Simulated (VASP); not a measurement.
# Ir (P6_3/mmc) in VASP: a series of runs

The runs below take Ir through single point, with LDA.

Program: VASP 6.6.1. These are calculated values, not measurements. Logs are shortened: lines on timing, memory, paths and dates and some standing lists are left out, and cuts for length are marked.

**1. The cell of the first run**

The structure is hexagonal, space group P6_3/mmc (No. 194). Conventional cell: a = 2.751 Å, b = 2.751 Å, c = 4.462 Å, α = 90.00°, β = 90.00°, γ = 120.00°. Ir (site symmetry -6m2) has 12 Ir at 2.74 to 2.75 Å within 3.6 Å.

**2. Single point, LDA**

File INCAR:

```
SYSTEM = Ir
  ALGO = Normal
  EDIFF = 1E-7
  ENCUT = 520
  ISIF = 2
  ISMEAR = 0
  ISYM = 0
  LASPH = .True.
  LCHARG = .True.
  LELF = .True.
  LREAL = .False.
  LVHAR = .True.
  LWAVE = .False.
  NBANDS = 16
  NELM = 80
  PREC = Accurate
  SIGMA = 0.1
```

File KPOINTS:

```
Automatic mesh
0
Gamma
  6 6 3
  0.5 0.5 0
```

File POSCAR:

```
Ir
1.0
    2.7513800000      0.0000000000      0.0000000000
   -1.3756900000      2.3827600000      0.0000000000
    0.0000000000      0.0000000000      4.4622900000
Ir
2
Direct
    0.6666666667      0.3333333333      0.7500000000
    0.3333333333      0.6666666667      0.2500000000
```

Potentials or basis: VASP PAW LDA potentials, release 64 (Ir).

Command:

```bash
$ cat potpaw_LDA.64/Ir/POTCAR > POTCAR
$ mpirun -np 1 vasp_std > vasp.out
```

OUTCAR:

```text
SYSTEM = Ir
   EDIFF = 1E-7
   ENCUT = 520
   ISIF = 2
   ISMEAR = 0
   ISYM = 0
   LASPH = .True.
   LREAL = .False.
   NELM = 80
   PREC = Accurate

 ion  position               nearest neighbor table
   1  0.667  0.333  0.750-   2 2.74   2 2.74   2 2.74   2 2.74   2 2.74   2 2.74
   2  0.333  0.667  0.250-   1 2.74   1 2.74   1 2.74   1 2.74   1 2.74   1 2.74

IMPORTANT INFORMATION: All symmetrisations will be switched off!
NOSYMM: (Re-)initialisation of all symmetry stuff for point group C_1.

----------------------------------------------------------------------------------------

                                     Primitive cell

  volume of cell :      29.2542

  direct lattice vectors                    reciprocal lattice vectors
     2.751380000  0.000000000  0.000000000     0.363453976  0.209840689  0.000000000
    -1.375690000  2.382760000  0.000000000     0.000000000  0.419681378  0.000000000
     0.000000000  0.000000000  4.462290000     0.000000000  0.000000000  0.224100182

  length of vectors
     2.751380000  2.751375691  4.462290000     0.419680721  0.419681378  0.224100182

  position of ions in fractional coordinates (direct lattice)
     0.666666667  0.333333333  0.750000000
     0.333333333  0.666666667  0.250000000

  ion indices of the primitive-cell ions
   primitive index   ion index
                 1           1
                 2           2

----------------------------------------------------------------------------------------

 KPOINTS: Automatic mesh

Automatic generation of k-mesh.
 Grid dimensions read from file:
 generate k-points for:    6    6    3

 Generating k-lattice:

  Cartesian coordinates                     Fractional coordinates (reciprocal lattice)
     0.060575663  0.034973448  0.000000000     0.166666667 -0.000000000  0.000000000
     0.000000000  0.069946896  0.000000000     0.000000000  0.166666667  0.000000000
     0.000000000  0.000000000  0.074700061     0.000000000  0.000000000  0.333333333

  Length of vectors
     0.069946787  0.069946896  0.074700061

  Shift w.r.t. Gamma in fractional coordinates (k-lattice)
     0.500000000  0.500000000  0.000000000

 Subroutine IBZKPT returns following result:
 ===========================================

 Found    162 irreducible k-points:

 Following reciprocal coordinates:
            Coordinates               Weight
  0.083333  0.083333  0.000000      2.000000
 -0.083333  0.166667  0.000000      2.000000
 -0.166667  0.083333  0.000000      2.000000
  0.250000  0.083333  0.000000      2.000000
 -0.083333  0.333333  0.000000      2.000000
 -0.333333  0.250000  0.000000      2.000000
[... 16 lines left out ...]
 -0.083333 -0.166667  0.000000      2.000000
  0.166667 -0.250000  0.000000      2.000000
 [... further k-points ...]
   k-points           NKPTS =    162   k-points in BZ     NKDIM =    162   number of bands    NBANDS=     16
   number of dos      NEDOS =    301   number of ions     NIONS =      2
   total plane-waves  NPLWV =  14400
   dimension x,y,z NGX =    20 NGY =   20 NGZ =   36
   dimension x,y,z NGXF=    40 NGYF=   40 NGZF=   72
   ions per type =               2
   NGX,Y,Z   is equivalent  to a cutoff of  12.08, 12.08, 13.41 a.u.
   NGXF,Y,Z  is equivalent  to a cutoff of  24.17, 24.17, 26.82 a.u.
 SYSTEM =  Ir
   PREC   = accura    normal or accurate (medium, high low for compatibility)
   ISTART =      0    job   : 0-new  1-cont  2-samecut
   ICHARG =      2    charge: 1-file 2-atom 10-const
   ISPIN  =      1    spin polarized calculation?
   LNONCOLLINEAR =      F non collinear calculations
   LSORBIT =      F    spin-orbit coupling
   LASPH  =      T    aspherical Exc in radial PAW
   ENCUT  =  520.0 eV  38.22 Ry    6.18 a.u.   5.12  5.12  8.30*2*pi/ulx,y,z
   NELM   =     80;   NELMIN=  2; NELMDL= -5     # of ELM steps
   EDIFF  = 0.1E-06   stopping-criterion for ELM
   LREAL  =      F    real-space projection
   EDIFFG = 0.1E-05   stopping-criterion for IOM
   NSW    =      0    number of steps for IOM
   IBRION =     -1    ionic relax: 0-MD 1-quasi-New 2-CG
   NFREE  =      0    steps in history (QN), initial steepest desc. (CG)
   ISIF   =      2    stress and relaxation
   ISYM   =      0    0-nonsym 1-usesym 2-fastsym
   POTIM  = 0.5000    time-step for ionic-motion
   TEBEG  =    0.0;   TEEND  =   0.0 temperature during run
   PSTRESS=    0.0 pullay stress
   NELECT =      18.0000    total number of electrons
   NUPDOWN=      -1.0000    fix difference up-down
   EMIN   =  10.00;   EMAX   =-10.00  energy-range for DOS
   EFERMI =   0.00;   METHOD = LEGACY
   ISMEAR =     0;   SIGMA  =   0.10  broadening in eV -4-tet -1-fermi 0-gaus
   EFERMI_NEDOS =   21; number of points for ismear=-14 and -15
   IALGO  =     38    algorithm
   IMIX   =      4    mixing-type and parameters
     AMIX     =   0.40;   BMIX     =  1.00
     AMIX_MAG =   1.60;   BMIX_MAG =  1.00
  volume/ion in A,a.u.               =      14.63        98.71
  Fermi-wavevector in a.u.,A,eV,Ry     =   1.392417  2.631287 26.379332  1.938826
  Thomas-Fermi vector in A             =   2.516162
   LORBIT       =      0    0 simple, 1 ext, 2 COOP (PROOUT), +10 PAW based schemes
   GGA     = CA    functional components
   LHFCALC =     F    Hartree Fock is set to
   AEXX    =    0.0000 exact exchange contribution
   IVDW    =     0    specifies the selected vdW correction
   LEPSILON=     F    determine dielectric tensor
   LRPA    =     F    only Hartree local field effects (RPA)
 non-spin polarized calculation
 Gauss-broadening in eV      SIGMA  =   0.10
  energy-cutoff  :      520.00
  volume of cell :       29.25
 maximum number of plane-waves:       796
   NGX = 11   NGY = 11   NGZ = 17

 number of electron      18.0000000 magnetization

 Free energy of the ion-electron system (eV)
  ---------------------------------------------------
  ext. energy  EPLUGINS =         0.00000000
  ---------------------------------------------------
  free energy    TOTEN  =       -20.52867496 eV

  energy without entropy =      -20.51415094  energy(sigma->0) =      -20.52141295

 E-fermi :   9.8495     XC(G=0): -13.9487

 val. band max:        9.8455625260   @ k =  -0.3333  -0.0833   0.0000
 cond. band min:       9.9004557063   @ k =   0.0000   0.0833   0.3333
 fundamental gap:      0.0548931804
 Fermi energy:         9.8495465368

 k-point     1 :       0.0833    0.0833    0.0000
  band No.  band energies     occupation
      1      -0.2536      2.00000
      2       2.6317      2.00000
      3       5.2927      2.00000
      4       6.3878      2.00000
      5       6.4951      2.00000
      6       6.7773      2.00000
[... 8 lines left out ...]
     15      27.1846      0.00000
     16      27.2119      0.00000

 k-point     2 :      -0.0833    0.1667    0.0000
  band No.  band energies     occupation
      1      -0.2536      2.00000
      2       2.6317      2.00000
      3       5.2927      2.00000
      4       6.3878      2.00000
      5       6.4951      2.00000
      6       6.7773      2.00000
[... 8 lines left out ...]
     15      27.1846      0.00000
     16      27.2119      0.00000

 k-point     3 :      -0.1667    0.0833    0.0000
  band No.  band energies     occupation
      1      -0.2536      2.00000
      2       2.6317      2.00000
      3       5.2927      2.00000
      4       6.3877      2.00000
      5       6.4951      2.00000
      6       6.7773      2.00000
[... 8 lines left out ...]
     15      27.1846      0.00000
     16      27.2119      0.00000

 k-point     4 :       0.2500    0.0833    0.0000
  band No.  band energies     occupation
      1       1.7374      2.00000
      2       3.3559      2.00000
      3       4.3691      2.00000
      4       5.0165      2.00000
      5       6.1137      2.00000
      6       6.1442      2.00000
[... 8 lines left out ...]
     15      23.4177      0.00000
     16      25.3449      0.00000

 k-point     5 :      -0.0833    0.3333    0.0000
  band No.  band energies     occupation
      1       1.7374      2.00000
      2       3.3559      2.00000
      3       4.3691      2.00000
      4       5.0165      2.00000
      5       6.1138      2.00000
      6       6.1442      2.00000
[... 8 lines left out ...]
     15      23.4177      0.00000
     16      25.3449      0.00000

 k-point     6 :      -0.3333    0.2500    0.0000
  band No.  band energies     occupation
      1       1.7374      2.00000
      2       3.3559      2.00000
      3       4.3691      2.00000
      4       5.0165      2.00000
      5       6.1137      2.00000
      6       6.1442      2.00000
[... 8 lines left out ...]
     15      23.4177      0.00000
     16      25.3449      0.00000
[... 267 lines left out ...]
 k-point    21 :      -0.3333   -0.0833    0.0000
  band No.  band energies     occupation
      1       2.5220      2.00000
      2       3.0513      2.00000
      3       3.6731      2.00000
      4       5.5703      2.00000
      5       5.9273      2.00000
      6       6.6190      2.00000
[... 8 lines left out ...]
     15      21.4724      0.00000
     16      24.3756      0.00000

 k-point    22 :      -0.2500    0.0833    0.0000
  band No.  band energies     occupation
      1       0.6601      2.00000
      2       3.2378      2.00000
      3       4.8827      2.00000
      4       5.3545      2.00000
      5       6.0968      2.00000
      6       6.4955      2.00000
[... 8 lines left out ...]
     15      25.2925      0.00000
     16      26.7096      0.00000

 k-point    23 :      -0.0833   -0.1667    0.0000
  band No.  band energies     occupation
      1       0.6601      2.00000
      2       3.2378      2.00000
      3       4.8827      2.00000
      4       5.3545      2.00000
      5       6.0968      2.00000
      6       6.4955      2.00000
[... 8 lines left out ...]
     15      25.2925      0.00000
     16      26.7096      0.00000

 k-point    24 :       0.1667   -0.2500    0.0000
  band No.  band energies     occupation
      1       0.6601      2.00000
      2       3.2378      2.00000
      3       4.8827      2.00000
      4       5.3545      2.00000
      5       6.0968      2.00000
      6       6.4955      2.00000
[... 8 lines left out ...]
     15      25.2926      0.00000
     16      26.7096      0.00000

 [... further k-points ...]

------------------------ aborting loop because EDIFF is reached ----------------------------------------

  FORCE on cell =-STRESS in cart. coord.  units (eV):
  Direction    XX          YY          ZZ          XY          YZ          ZX
  --------------------------------------------------------------------------------------
  -------------------------------------------------------------------------------------
  Total       -3.0504068     -3.0502553     -3.2185115      0.0000021     -0.0000002      0.0000004
  in kB     -167.0627669   -167.0544712   -176.2694238      0.0001151     -0.0000120      0.0000200
  external PRESSURE =    -170.1288873 kB  Pullay stress =       0.0000000 kB

 VOLUME and BASIS-vectors are now :
 -----------------------------------------------------------------------------
  energy-cutoff  :      520.00
  volume of cell :       29.25
      direct lattice vectors                 reciprocal lattice vectors
     2.751380000  0.000000000  0.000000000     0.363453976  0.209840689  0.000000000
    -1.375690000  2.382760000  0.000000000     0.000000000  0.419681378  0.000000000
     0.000000000  0.000000000  4.462290000     0.000000000  0.000000000  0.224100182

 POSITION                                       TOTAL-FORCE (eV/Angst)
 -----------------------------------------------------------------------------------
      1.37569      0.79425      3.34672        -0.000000      0.000004     -0.000008
     -0.00000      1.58851      1.11557         0.000000     -0.000004      0.000008
 -----------------------------------------------------------------------------------
    total drift:                               -0.000001      0.000000     -0.000005

  FREE ENERGIE OF THE ION-ELECTRON SYSTEM (eV)
  ---------------------------------------------------
  free  energy   TOTEN  =       -20.5286749639 eV

  energy  without entropy=      -20.5141509358  energy(sigma->0) =      -20.52141295
```

Wall time 27 s (1 thread of Intel Xeon Platinum 8559C (Emerald Rapids), shared host); peak memory 0.17 GiB.

What came out:

```
Free energy            : -20.5287 eV
Pressure               : -17.0 GPa
Band gap on the k mesh : zero (band 9 reaches 10.47 eV, above the bottom of band 10 at 7.73 eV)
```

Stress tensor (GPa, compression positive):
```
-16.71   0.00   0.00
  0.00 -16.71   0.00
  0.00   0.00 -17.63
```

Caveat: the k points lie up to 0.47 Å⁻¹ apart; spin-orbit coupling is left out, which moves the levels of the heavy elements.

**3. Single point, LDA**

File INCAR:

```
PREC     = Accurate       # precision mode
ENCUT    = 520            # plane-wave cutoff, eV
EDIFF    = 1E-7           # SCF threshold, eV
ISMEAR   = 0              # smearing method
SIGMA    = 0.1            # smearing width, eV
LREAL    = False          # projectors in reciprocal space
LASPH    = True           # aspherical terms in the spheres
NELM     = 100            # most SCF steps
ALGO     = Normal         # electronic algorithm
ISIF     = 2              # what is computed and relaxed
LWAVE    = False          # write WAVECAR
LCHARG   = False          # write CHGCAR
GGA      = CA             # functional
NBANDS   = 16             # bands
ISYM     = 0
```

KPOINTS is that of step 2.

POSCAR is that of step 2.

Potentials or basis: VASP PAW LDA potentials, release 64 (Ir).

Command:

```bash
$ cat potpaw_LDA.64/Ir/POTCAR > POTCAR
$ mpirun -np 1 vasp_std > vasp.out
```

It took 26 s on 1 thread of Intel Xeon Platinum 8559C (Emerald Rapids), shared host; peak memory 0.17 GiB.

The run converged. Its results:

- Free energy: -20.5287 eV
- Pressure: -17.0 GPa
- Band gap on the k mesh: zero (band 9 reaches 10.47 eV, above the bottom of band 10 at 7.73 eV)

Stress tensor (GPa, compression positive):
```
-16.71   0.00   0.00
  0.00 -16.71   0.00
  0.00   0.00 -17.63
```

Levels at points of the mesh, in eV from the Fermi level:
| k point | band 7 | band 8 | band 9 | band 10 | band 11 | band 12 |
| --- | --- | --- | --- | --- | --- | --- |
| (0.08, 0.08, 0.00) | -3.04 | -2.90 | -2.43 | -2.12 | 0.45 | 3.22 |

Caveat: the k points lie up to 0.47 Å⁻¹ apart; spin-orbit coupling is left out, which moves the levels of the heavy elements.

**4. Single point, LDA**

File INCAR:

```
SYSTEM = Ir
  ALGO = Normal
  EDIFF = 1E-6
  ENCUT = 500
  GGA_COMPAT = .False.
  ISIF = 2
  ISMEAR = 0
  ISYM = 0
  LASPH = .True.
  LCHARG = .True.
  LELF = .True.
  LREAL = .False.
  LVHAR = .True.
  LWAVE = .False.
  NBANDS = 24
  NELM = 120
  PREC = Accurate
  SIGMA = 0.1
```

KPOINTS is that of step 3.

POSCAR is that of step 3.

Potentials or basis: VASP PAW LDA potentials, release 64 (Ir_sv_GW).

Command:

```bash
$ cat potpaw_LDA.64/Ir_sv_GW/POTCAR > POTCAR
$ mpirun -np 1 vasp_std > vasp.out
```

It took 91 s on 1 thread of AMD EPYC 9R45 (Zen 5), shared host; peak memory 0.16 GiB.

The run converged. Its results:

```yaml
Free_energy: -21.6694 eV
Pressure: -20.8 GPa
Band_gap_on_the_k_mesh: zero (band 17 reaches 12.76 eV, above the bottom of band 18 at 10.02 eV)
```

Stress tensor (GPa, compression positive):
```
-20.42   0.00   0.00
  0.00 -20.42   0.00
  0.00   0.00 -21.43
```

Levels at points of the mesh, in eV from the Fermi level:
| k point | band 13 | band 14 | band 15 | band 16 | band 17 | band 18 | band 19 | band 20 | band 21 | band 22 |
| --- | --- | --- | --- | --- | --- | --- | --- | --- | --- | --- |
| (0.08, 0.08, 0.00) | -3.35 | -3.07 | -3.04 | -2.91 | -2.43 | -2.12 | 0.45 | 3.22 | 6.66 | 14.92 |

Caveat: the k points lie up to 0.47 Å⁻¹ apart; spin-orbit coupling is left out, which moves the levels of the heavy elements.
